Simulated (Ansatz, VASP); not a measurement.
## One calculation of Al5Cu, two programs

```
CELL_PARAMETERS angstrom
2.85796 0.00000 0.00000
0.00000 2.85796 0.00000
0.00000 0.00000 11.38951
ATOMIC_POSITIONS crystal
Al 0.00000 0.00000 0.82253
Al 0.50000 0.50000 0.00000
Al 0.00000 0.00000 0.17747
Al 0.50000 0.50000 0.35436
Al 0.50000 0.50000 0.64564
Cu 0.00000 0.00000 0.50000
```

Alike in both runs: functional PBE; k mesh 6 × 6 × 2; occupations gaussian, width 0.1 eV; no spin polarisation.

Ansatz relaxed the structure, and its values are those at the end. VASP's run is a single point on that final structure, the one shown.

|  | VASP | Ansatz |
| --- | --- | --- |
| version | VASP 6.6.1 | Ansatz 0.2.0 |
| potentials or method | VASP PAW PBE potentials, release 64 (Al, Cu), cutoff 520 eV | scalar-relativistic, plane waves, PAW |
| valence electrons in the cell | 26 | 34 |

Ansatz gave:

```
gap on the k mesh at the Fermi level (eV) : none
pressure (GPa)                            : 0.0
rms of the force components (eV/Å)        : 0.007
```

Task: What did VASP give for the same quantities?

Result: gap on the k mesh at the Fermi level (eV): none; pressure (GPa): 0.0; rms of the force components (eV/Å): 0.005.

A gap of «none» marks a metal or a gap that the smearing closes. With one functional, cell and mesh, what is left measures potentials, basis and numerics. VASP's potentials hold 26 valence electrons a cell and Ansatz's 34, so a difference there can come from the potentials and not from the codes.

The k mesh is coarse, so the values compare programs but aren't converged.
